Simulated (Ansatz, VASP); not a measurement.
# Two plane-wave programs on Mo

Contents of INCAR:

```
ALGO = Fast
EDIFF = 1E-7
ENCUT = 520
GGA = PE
ISIF = 2
ISMEAR = 0
LASPH = T
LCHARG = F
LREAL = F
LWAVE = F
NBANDS = 13
NELM = 80
PREC = Accurate
SIGMA = 0.15
```

Contents of KPOINTS:

```
k-points
0
Gamma
  24 24 24
```

File POSCAR:

```
Mo
1.0
   -1.5456568586      1.5456568586      1.6229397016
    1.5456568586     -1.5456568586      1.6229397016
    1.5456568586      1.5456568586     -1.6229397016
Mo
1
Direct
    0.0000000000      0.0000000000      0.0000000000
```

Input for Ansatz:

```yaml
crystal:
  lattice:
    - [-1.5456568586, 1.5456568586, 1.6229397016]
    - [1.5456568586, -1.5456568586, 1.6229397016]
    - [1.5456568586, 1.5456568586, -1.6229397016]
  atoms:
    - { symbol: Mo, position: [0.0, 0.0, 0.0] }
basis:
  ecutwfc: 420
kpoints:
  mp_grid: { grid: [24, 24, 24] }
hamiltonian:
  xc: pbe
scf:
  occupations: { method: gaussian, width: 0.15 }
output:
  forces: true
  stress: true
  eigenvalues: true
```

Alike in both runs: task single point; functional PBE; k mesh 24 × 24 × 24; occupations gaussian, width 0.15 eV; no spin polarisation.

```csv
,VASP,Ansatz
version,VASP 6.6.1,Ansatz 0.2.0
potentials or method,"VASP PAW PBE potentials, release 64 (Mo_sv), cutoff 520 eV","scalar-relativistic, plane waves, PAW"
valence electrons in the cell,14,14
```

```csv
,VASP,Ansatz,Ansatz less VASP
gap on the k mesh at the Fermi level (eV),none,none,-
pressure (GPa),5.7,5.2,-0.55
"traceless stress, the component that is largest in VASP (GPa)",-9.73,-9.74,-0.009
```

A gap of «none» marks a metal or a gap that the smearing closes. With one functional, cell and mesh, what is left measures potentials, basis and numerics.
